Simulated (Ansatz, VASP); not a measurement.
GaFeC4N4: VASP beside Ansatz

```
Ga Fe C N
1.0
     5.88435    0.00000    0.00000
     0.00000    5.88435    0.00000
     0.00000    0.00000    5.88435
Ga Fe C N
1 1 4 4
Direct
  0.00000 0.00000 0.00000
  0.50000 0.50000 0.50000
  0.18603 0.18603 0.18603
  0.18603 0.81397 0.81397
  0.81397 0.18603 0.81397
  0.81397 0.81397 0.18603
  0.30082 0.30082 0.30082
  0.30082 0.69918 0.69918
  0.69918 0.30082 0.69918
  0.69918 0.69918 0.30082
```

Alike in both runs: task single point; functional PBE; k mesh 4 × 4 × 4; occupations gaussian, width 0.1 eV; collinear spin.

|  | VASP | Ansatz |
| --- | --- | --- |
| version | VASP 6.6.1 | Ansatz 0.2.0 |
| potentials or method | VASP PAW PBE potentials, release 64 (Ga_d, Fe, C, N), cutoff 520 eV | scalar-relativistic, plane waves, PAW |
| valence electrons in the cell | 57 | 65 |

Ansatz gave:

- gap on the k mesh at the Fermi level (eV): 0.52
- least direct gap on the mesh (eV): 0.72
- pressure (GPa): 0.3
- rms of the force components (eV/Å): 0.606
- net moment per atom (μB): 0.30
- size of the moment on the site where the two differ most (μB): 2.53

What did VASP give for the same quantities?

gap on the k mesh at the Fermi level (eV): 0.53; least direct gap on the mesh (eV): 0.72; pressure (GPa): 0.6; rms of the force components (eV/Å): 0.519; net moment per atom (μB): 0.30; size of the moment on the site where the two differ most (μB): 2.79.

Site moments also hang on the region over which each program counts them. Atom by atom the forces differ by 0.191 eV/Å (rms over components). VASP's potentials hold 57 valence electrons a cell and Ansatz's 65, so a difference there can come from the potentials and not from the codes.

Noted on VASP's run: the standard files for N, O and F lose accuracy on very short bonds.
